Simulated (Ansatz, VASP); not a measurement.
Two plane-wave programs on ZrB

The input INCAR:

```
SYSTEM = ZrB
PREC     = Accurate       ! precision mode
ENCUT    = 520            ! plane-wave cutoff, eV
EDIFF    = 1E-7           ! SCF threshold, eV
ISMEAR   = 0              ! smearing method
SIGMA    = 0.15           ! smearing width, eV
LREAL    = .FALSE.        ! projectors in reciprocal space
LASPH    = .TRUE.         ! aspherical terms in the spheres
NELM     = 100            ! most SCF steps
ALGO     = Normal         ! electronic algorithm
ISIF     = 2              ! what is computed and relaxed
LWAVE    = .FALSE.        ! write WAVECAR
LCHARG   = .FALSE.        ! write CHGCAR
GGA      = PS             ! functional
NBANDS   = 14             ! bands
```

The input KPOINTS:

```
regular mesh
0
G
  20 20 20
  0 0 0
```

Contents of POSCAR:

```
ZrB
1.0
    1.2302358153      3.0755895382      3.0755895382
    3.0755895382      1.2302358153      3.0755895382
    3.0755895382      3.0755895382      1.2302358153
Zr B
1 1
Direct
    0.0000000000      0.0000000000      0.0000000000
    0.5000000000      0.5000000000      0.5000000000
```

Input for Ansatz:

```yaml
crystal:
  lattice:
    - [1.2302358153, 3.0755895382, 3.0755895382]
    - [3.0755895382, 1.2302358153, 3.0755895382]
    - [3.0755895382, 3.0755895382, 1.2302358153]
  atoms:
    - { symbol: Zr, position: [0.0, 0.0, 0.0] }
    - { symbol: B, position: [0.5, 0.5, 0.5] }
basis:
  ecutwfc: 420
kpoints:
  mp_grid: { grid: [20, 20, 20] }
hamiltonian:
  xc: pbesol
scf:
  occupations: { method: gaussian, width: 0.15 }
output:
  forces: true
  stress: true
  eigenvalues: true
```

Alike in both runs: task single point; functional PBEsol; k mesh 20 × 20 × 20; occupations gaussian, width 0.15 eV; no spin polarisation.

|  | VASP | Ansatz |
| --- | --- | --- |
| version | VASP 6.6.1 | Ansatz 0.2.0 |
| potentials or method | VASP PAW PBE potentials, release 64 (Zr_sv, B), cutoff 520 eV | scalar-relativistic, plane waves, PAW |
| valence electrons in the cell | 15 | 15 |

VASP gave:

| Property | Result |
| --- | --- |
| gap on the k mesh at the Fermi level (eV) | none |
| pressure (GPa) | 24.0 |
| traceless stress, the component that is largest in VASP (GPa) | -17.72 |

Estimate Ansatz's values.

gap on the k mesh at the Fermi level (eV): none; pressure (GPa): 23.6; traceless stress, the component that is largest in VASP (GPa): -17.61.

VASP's potentials were made for PBE, not for PBEsol. A gap of «none» marks a metal or a gap that the smearing closes.
